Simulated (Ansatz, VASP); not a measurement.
# Si2Ge3 in VASP and in Ansatz

```
CELL_PARAMETERS angstrom
2.99175 0.00000 0.00000
-1.49588 2.59094 0.00000
0.00000 0.00000 22.82517
ATOMIC_POSITIONS crystal
Si 0.33333 0.66667 0.67626
Si 0.33333 0.66667 0.32374
Si 0.66667 0.33333 0.40557
Si 0.66667 0.33333 0.59443
Ge 0.33333 0.66667 0.88128
Ge 0.33333 0.66667 0.11872
Ge 0.33333 0.66667 0.50000
Ge 0.66667 0.33333 0.77080
Ge 0.66667 0.33333 0.00000
Ge 0.66667 0.33333 0.22920
```

Alike in both runs: functional PBE; k mesh 6 × 6 × 1; occupations gaussian, width 0.1 eV; no spin polarisation.

Ansatz relaxed the structure, and its values are those at the end. VASP's run is a single point on that final structure, the one shown.

```csv
,VASP,Ansatz
version,VASP 6.6.1,Ansatz 0.2.0
potentials or method,"VASP PAW PBE potentials, release 64 (Si, Ge_d), cutoff 520 eV","scalar-relativistic, plane waves, PAW"
valence electrons in the cell,100,100
```

|  | VASP | Ansatz | Ansatz less VASP |
| --- | --- | --- | --- |
| gap on the k mesh at the Fermi level (eV) | none | none | - |
| pressure (GPa) | -0.2 | -0.2 | 0.00 |
| rms of the force components (eV/Å) | 0.012 | 0.012 | +0.0002 |

A gap of «none» marks a metal or a gap that the smearing closes. The functional is the same, so the differences come from potentials, cutoffs and numerics.

The k mesh is coarse, so the values compare programs but aren't converged.
